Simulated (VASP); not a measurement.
# Au (Im-3m) in VASP: a series of runs, part 2 of 2

VASP 6.6.1. The steps go on from the part before.

### 3 Single point, r2SCAN

This run uses another cell than the first one, of 18.21 Å³/atom, 1.020 times its volume.

Input file POSCAR:

```
Au
1.0
   -1.6572690000      1.6572690000      1.6572690000
    1.6572690000     -1.6572690000      1.6572690000
    1.6572690000      1.6572690000     -1.6572690000
Au
1
Direct
    0.0000000000      0.0000000000      0.0000000000
```

Input file INCAR.step1:

```
PREC     = Accurate       # precision mode
ENCUT    = 520            # plane-wave cutoff, eV
ISMEAR   = -1             # smearing method
SIGMA    = 0.05           # smearing width, eV
LREAL    = F              # projectors in reciprocal space
LASPH    = T              # aspherical terms in the spheres
NELM     = 60             # most SCF steps
NBANDS   = 12             # bands
GGA      = PE             # functional
ALGO     = Normal         # electronic algorithm
EDIFF    = 1E-4           # SCF threshold, eV
LWAVE    = T              # write WAVECAR
LCHARG   = F              # write CHGCAR
```

Input file INCAR.step2:

```
PREC     = Accurate       # precision mode
ENCUT    = 520            # plane-wave cutoff, eV
EDIFF    = 1E-6           # SCF threshold, eV
ISMEAR   = -1             # smearing method
SIGMA    = 0.05           # smearing width, eV
LREAL    = F              # projectors in reciprocal space
LASPH    = T              # aspherical terms in the spheres
NELM     = 60             # most SCF steps
ALGO     = Normal         # electronic algorithm
ISIF     = 2              # what is computed and relaxed
LWAVE    = F              # write WAVECAR
LCHARG   = T              # write CHGCAR
METAGGA  = R2SCAN         # meta-GGA
LMIXTAU  = T            
LELF     = T              # ELF
LVHAR    = T            
NBANDS   = 12             # bands
ISTART   = 1
```

Input file KPOINTS:

```
regular mesh
0
Gamma
  11 11 11
```

Potentials or basis: VASP PAW PBE potentials, release 64 (Au).

Started as:

```
> cat potpaw_PBE.64/Au/POTCAR > POTCAR
> cp INCAR.step1 INCAR
> mpirun -np 1 vasp_std > vasp.out
> cp INCAR.step2 INCAR
> mpirun -np 1 vasp_std > vasp.out
```

OUTCAR:

```text
PREC = Accurate
   ENCUT = 520
   EDIFF = 1E-6
   ISMEAR = -1
   LREAL = F
   LASPH = T
   NELM = 60
   ISIF = 2
   METAGGA = R2SCAN
   ISTART = 1

 ion  position               nearest neighbor table
   1  0.000  0.000  0.000-

  LATTYP: Found a body centered cubic cell.
 ALAT       =     3.3145380000

  Lattice vectors:

 A1 = (  -1.6572690000,   1.6572690000,   1.6572690000)
 A2 = (   1.6572690000,  -1.6572690000,   1.6572690000)
 A3 = (   1.6572690000,   1.6572690000,  -1.6572690000)

Analysis of symmetry for initial positions (statically):
=====================================================================
 Subroutine PRICEL returns:
 Original cell was already a primitive cell.

 Routine SETGRP: Setting up the symmetry group for a
 body centered cubic supercell.

 Subroutine GETGRP returns: Found 48 space group operations
 (whereof 48 operations were pure point group operations)
 out of a pool of 48 trial point group operations.

The static configuration has the point symmetry O_h .

Analysis of symmetry for dynamics (positions and initial velocities):
=====================================================================
 Subroutine PRICEL returns:
 Original cell was already a primitive cell.

 Routine SETGRP: Setting up the symmetry group for a
 body centered cubic supercell.

 Subroutine GETGRP returns: Found 48 space group operations
 (whereof 48 operations were pure point group operations)
 out of a pool of 48 trial point group operations.

The dynamic configuration has the point symmetry O_h .

 Subroutine INISYM returns: Found 48 space group operations
 (whereof 48 operations are pure point group operations),
 and found     1 'primitive' translations

----------------------------------------------------------------------------------------

                                     Primitive cell

  volume of cell :      18.2070

  direct lattice vectors                    reciprocal lattice vectors
    -1.657269000  1.657269000  1.657269000     0.000000000  0.301701172  0.301701172
     1.657269000 -1.657269000  1.657269000     0.301701172  0.000000000  0.301701172
     1.657269000  1.657269000 -1.657269000     0.301701172  0.301701172  0.000000000

  length of vectors
     2.870474110  2.870474110  2.870474110     0.426669890  0.426669890  0.426669890

  position of ions in fractional coordinates (direct lattice)
     0.000000000  0.000000000  0.000000000

  ion indices of the primitive-cell ions
   primitive index   ion index
                 1           1

----------------------------------------------------------------------------------------

 KPOINTS: regular mesh

Automatic generation of k-mesh.
 Grid dimensions read from file:
 generate k-points for:   11   11   11

 Generating k-lattice:

  Cartesian coordinates                     Fractional coordinates (reciprocal lattice)
     0.000000000  0.027427379  0.027427379     0.090909091  0.000000000  0.000000000
     0.027427379  0.000000000  0.027427379     0.000000000  0.090909091  0.000000000
     0.027427379  0.027427379  0.000000000     0.000000000  0.000000000  0.090909091

  Length of vectors
     0.038788172  0.038788172  0.038788172

  Shift w.r.t. Gamma in fractional coordinates (k-lattice)
     0.000000000  0.000000000  0.000000000

 Subroutine IBZKPT returns following result:
 ===========================================

 Found     56 irreducible k-points:

 Following reciprocal coordinates:
            Coordinates               Weight
  0.000000  0.000000  0.000000      1.000000
  0.090909  0.000000  0.000000     12.000000
  0.181818  0.000000  0.000000     12.000000
  0.272727  0.000000  0.000000     12.000000
  0.363636  0.000000  0.000000     12.000000
  0.454545  0.000000  0.000000     12.000000
[... 16 lines left out ...]
  0.272727  0.181818  0.090909     48.000000
  0.363636  0.181818  0.090909     24.000000
 [... further k-points ...]
   k-points           NKPTS =     56   k-points in BZ     NKDIM =     56   number of bands    NBANDS=     12
   number of dos      NEDOS =    301   number of ions     NIONS =      1
   total plane-waves  NPLWV =  13824
   dimension x,y,z NGX =    24 NGY =   24 NGZ =   24
   dimension x,y,z NGXF=    48 NGYF=   48 NGZF=   48
   ions per type =               1
   NGX,Y,Z   is equivalent  to a cutoff of  13.90, 13.90, 13.90 a.u.
   NGXF,Y,Z  is equivalent  to a cutoff of  27.80, 27.80, 27.80 a.u.
 SYSTEM =  unknown system
   PREC   = accura    normal or accurate (medium, high low for compatibility)
   ISTART =      1    job   : 0-new  1-cont  2-samecut
   ICHARG =      0    charge: 1-file 2-atom 10-const
   ISPIN  =      1    spin polarized calculation?
   LNONCOLLINEAR =      F non collinear calculations
   LSORBIT =      F    spin-orbit coupling
   LASPH  =      T    aspherical Exc in radial PAW
   ENCUT  =  520.0 eV  38.22 Ry    6.18 a.u.   5.34  5.34  5.34*2*pi/ulx,y,z
   NELM   =     60;   NELMIN=  2; NELMDL=  0     # of ELM steps
   EDIFF  = 0.1E-05   stopping-criterion for ELM
   LREAL  =      F    real-space projection
[... 7 lines left out ...]
   TEBEG  =    0.0;   TEEND  =   0.0 temperature during run
   PSTRESS=    0.0 pullay stress
   NELECT =      11.0000    total number of electrons
   NUPDOWN=      -1.0000    fix difference up-down
   EMIN   =  10.00;   EMAX   =-10.00  energy-range for DOS
   EFERMI =   0.00;   METHOD = LEGACY
   ISMEAR =    -1;   SIGMA  =   0.05  broadening in eV -4-tet -1-fermi 0-gaus
   EFERMI_NEDOS =   21; number of points for ismear=-14 and -15
   IALGO  =     38    algorithm
   IMIX   =      4    mixing-type and parameters
     AMIX     =   0.40;   BMIX     =  1.00
     AMIX_MAG =   1.60;   BMIX_MAG =  1.00
  volume/ion in A,a.u.               =      18.21       122.87
  Fermi-wavevector in a.u.,A,eV,Ry     =   1.383968  2.615320 26.060157  1.915367
  Thomas-Fermi vector in A             =   2.508516
   LORBIT       =      0    0 simple, 1 ext, 2 COOP (PROOUT), +10 PAW based schemes
   METAGGA = R2SCAN    functional components
   LHFCALC =     F    Hartree Fock is set to
   AEXX    =    0.0000 exact exchange contribution
   IVDW    =     0    specifies the selected vdW correction
   LEPSILON=     F    determine dielectric tensor
   LRPA    =     F    only Hartree local field effects (RPA)
 non-spin polarized calculation
  energy-cutoff  :      520.00
  volume of cell :       18.21
 maximum number of plane-waves:       498
 NGX is ok and might be reduce to    24
   NGX = 11   NGY = 11   NGZ = 11

 number of electron      10.9999998 magnetization

 Free energy of the ion-electron system (eV)
  ---------------------------------------------------
  ext. energy  EPLUGINS =         0.00000000
  ---------------------------------------------------
  free energy    TOTEN  =       -50.56532638 eV

  energy without entropy =      -50.55995276  energy(sigma->0) =      -50.56263957

 E-fermi :   8.1754     XC(G=0): -13.1521

 val. band max:        8.1746505058   @ k =  -0.3636   0.3636   0.2727
 cond. band min:       8.1792330714   @ k =  -0.2727   0.4545   0.0909
 fundamental gap:      0.0045825656
 Fermi energy:         8.1753597477

 k-point     1 :       0.0000    0.0000    0.0000
  band No.  band energies     occupation
      1      -1.0937      2.00000
      2       3.5023      2.00000
      3       3.5023      2.00000
      4       3.5023      2.00000
      5       5.2813      2.00000
      6       5.2813      2.00000
      7      25.6626      0.00000
      8      25.6626      0.00000
      9      25.6626      0.00000
     10      32.3126      0.00000
     11      32.3126      0.00000
     12      32.3126      0.00000

 k-point     2 :       0.0909    0.0000    0.0000
  band No.  band energies     occupation
      1      -0.7979      2.00000
      2       3.4156      2.00000
      3       3.5132      2.00000
      4       3.7038      2.00000
      5       5.1835      2.00000
      6       5.2870      2.00000
      7      25.4505      0.00000
      8      25.6770      0.00000
      9      26.0154      0.00000
     10      29.9698      0.00000
     11      30.3426      0.00000
     12      31.2413      0.00000
[... 316 lines left out ...]
 k-point    24 :       0.3636    0.1818    0.0909
  band No.  band energies     occupation
      1       2.2121      2.00000
      2       2.7082      2.00000
      3       4.3370      2.00000
      4       5.3248      2.00000
      5       5.5017      2.00000
      6      11.2944      0.00000
      7      11.7170      0.00000
      8      17.3930      0.00000
      9      20.1423      0.00000
     10      31.0079      0.00000
     11      32.7529      0.00000
     12      34.7251      0.00000

 [... further k-points ...]
[... 5 lines left out ...]
  --------------------------------------------------------------------------------------
  -------------------------------------------------------------------------------------
  Total       -0.4466491     -0.4466491     -0.4466491     -0.0000000      0.0000000      0.0000000
  in kB      -39.3041152    -39.3041152    -39.3041152     -0.0000000      0.0000000      0.0000000
  external PRESSURE =     -39.3041152 kB  Pullay stress =       0.0000000 kB

 VOLUME and BASIS-vectors are now :
 -----------------------------------------------------------------------------
  energy-cutoff  :      520.00
  volume of cell :       18.21
      direct lattice vectors                 reciprocal lattice vectors
    -1.657269000  1.657269000  1.657269000     0.000000000  0.301701172  0.301701172
     1.657269000 -1.657269000  1.657269000     0.301701172  0.000000000  0.301701172
     1.657269000  1.657269000 -1.657269000     0.301701172  0.301701172  0.000000000

 POSITION                                       TOTAL-FORCE (eV/Angst)
 -----------------------------------------------------------------------------------
      0.00000      0.00000      0.00000        -0.000000      0.000000      0.000000
 -----------------------------------------------------------------------------------
    total drift:                               -0.000000      0.000000     -0.000000

  FREE ENERGIE OF THE ION-ELECTRON SYSTEM (eV)
  ---------------------------------------------------
  free  energy   TOTEN  =       -50.5653263772 eV

  energy  without entropy=      -50.5599527613  energy(sigma->0) =      -50.56263957
```

Wall time 46 s (1 thread of Intel Xeon Platinum 8259CL at 2.50GHz (Skylake/Cascade Lake), shared host); peak memory 0.14 GiB.

Results:

```yaml
Free_energy: -50.5653 eV
Pressure: -3.9 GPa
```

Caveat: the PAW data sets were made with another functional, which shifts forces and pressure a little; spin-orbit coupling is left out, which moves the levels of the heavy elements.

### 4 Single point, r2SCAN

This run uses another cell than the first one, of 18.57 Å³/atom, 1.041 times its volume.

Input file POSCAR:

```
Au
1.0
   -1.6682446112      1.6682446112      1.6682446112
    1.6682446112     -1.6682446112      1.6682446112
    1.6682446112      1.6682446112     -1.6682446112
Au
1
Direct
    0.0000000000      0.0000000000      0.0000000000
```

Input file INCAR.step1:

```
SYSTEM = Au
ALGO = Normal ; EDIFF = 1E-4
ENCUT = 520 ; GGA = PE
ISMEAR = -1 ; LASPH = .True.
LCHARG = .False. ; LREAL = .False.
LWAVE = .True. ; NBANDS = 12
NELM = 60 ; PREC = Accurate
SIGMA = 0.05
```

Input file INCAR.step2:

```
SYSTEM = Au
ALGO = Normal ; EDIFF = 1E-6
ENCUT = 520 ; ISIF = 2
ISMEAR = -1 ; ISTART = 1
LASPH = .True. ; LCHARG = .False.
LMIXTAU = .True. ; LREAL = .False.
LWAVE = .False. ; METAGGA = R2SCAN
NBANDS = 12 ; NELM = 60
PREC = Accurate ; SIGMA = 0.05
```

Input file KPOINTS:

```
k-points
0
Gamma
  11 11 11
  0 0 0
```

Started as:

```
> cat potpaw_PBE.64/Au/POTCAR > POTCAR
> cp INCAR.step1 INCAR
> mpirun -np 1 vasp_std > vasp.out
> cp INCAR.step2 INCAR
> mpirun -np 1 vasp_std > vasp.out
```

It took 44 s on 1 thread of Intel Xeon Platinum 8259CL at 2.50GHz (Skylake/Cascade Lake), shared host; peak memory 0.15 GiB.

It converged, with:

```
Free energy : -50.5538 eV
Pressure    : -6.3 GPa
```

Levels at points of the mesh, in eV from the Fermi level:
```csv
k point,band 2,band 3,band 4,band 5,band 6,band 7,band 8,band 9,band 10,band 11
"(0.00, 0.00, 0.00)",-4.57,-4.57,-4.57,-2.85,-2.85,17.47,17.47,17.47,23.77,23.77
```

Caveat: the PAW data sets were made with another functional, which shifts forces and pressure a little; spin-orbit coupling is left out, which moves the levels of the heavy elements.

### 5 Summary

```tsv
cell	gap on the mesh (eV)	pressure (GPa)
a = 2.851 Å, angles 109.5°, 1 atom	none	-1.2
a = 2.870 Å, angles 109.5°, 1 atom	none	-3.9
a = 2.889 Å, angles 109.5°, 1 atom	none	-6.3
```

Alike in all rows: task single point; level r2SCAN; potentials or basis VASP PAW PBE potentials, release 64 (Au); no spin polarisation; k mesh 11 × 11 × 11; cutoff (eV) 520; smearing fermi-dirac 0.05 eV.

Caveats: the PAW data sets were made with another functional, which shifts forces and pressure a little; spin-orbit coupling is left out, which moves the levels of the heavy elements.

Total energies depend on the potentials used, so only differences within one code and one set of settings carry meaning.
